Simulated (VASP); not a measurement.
Write the native input for VASP 6.6.1 that does the following.

| Item | Value |
| --- | --- |
| Task | relaxation of cell and atoms |
| Functional | PBE |
| Potentials or basis | VASP PAW PBE potentials, release 64 (Cu, O) |
| Cutoff | 600 eV |
| k mesh | 4 × 4 × 4 |
| Occupations | gaussian, width 0.1 eV |
| Spin | collinear spin |
| Starting moments | [1.0, 1.0, 1.0, 0.0, 0.0] μB |
| Dipole correction | no |
| Further INCAR settings | ALGO = Normal; EDIFF = 1e-06; IBRION = 2; EDIFFG = -0.04; NSW = 90; ISIF = 3 |

The structure of Cu3O2 lies in POSCAR:

```
Cu3O2
1.0
    3.8968390100      0.0000000000      0.0000000000
    0.0000000000      3.8968390100      0.0000000000
    0.0000000000      0.0000000000      3.8968390100
Cu O
3 2
Direct
    0.5000000000      0.0000000000      0.0000000000
    0.0000000000      0.5000000000      0.0000000000
    0.0000000000      0.0000000000      0.5000000000
    0.0000000000      0.0000000000      0.0000000000
    0.5000000000      0.5000000000      0.5000000000
```

The cell was built from a structure type or drawn by symmetry, and may not be a known phase.

These files were run (other wordings do the same):

INCAR

```
  PREC = Accurate
  ENCUT = 600
  EDIFF = 1E-6
  ISMEAR = 0
  SIGMA = 0.1
  LREAL = F
  LASPH = T
  NELM = 150
  ALGO = Normal
  ISIF = 3
  LWAVE = F
  LCHARG = F
  ISPIN = 2
  MAGMOM = 1 1 1 0 0
  LORBIT = 11
  LMAXMIX = 4
  GGA = PE
  IBRION = 2
  NSW = 90
  EDIFFG = -0.04
```

KPOINTS

```
regular mesh
0
Gamma
  4 4 4
```

Potentials or basis: VASP PAW PBE potentials, release 64 (Cu, O).

Launch:

```sh
$ cat potpaw_PBE.64/Cu/POTCAR potpaw_PBE.64/O/POTCAR > POTCAR
$ mpirun -np 1 vasp_std > vasp.out
```

It gave:

```yaml
Relaxed_volume: 11.58 Å³/atom
Relaxed_cell: a = 3.869 Å, b = 3.869 Å, c = 3.869 Å, α = 90.00°, β = 90.00°, γ = 90.00°
Space_group_after_relaxing_to_0.1_Å: Pm-3m (No. 221)
Energy_gained_by_relaxing: 2.0 meV/atom
Ionic_steps: 3
Pressure_after_relaxing: 0.0 GPa
Net_moment: 0.00 μB per cell
Valence_electrons_inside_the_program's_atomic_spheres: Cu 9.87; O 5.03, 4.75
```

Caveat: the k points lie up to 0.41 Å⁻¹ apart in the final cell.

Run time: 56 s on 1 thread of Intel(R) Xeon(R) Platinum 8488C (Sapphire Rapids), with other jobs on the host, peak memory 0.22 GiB.
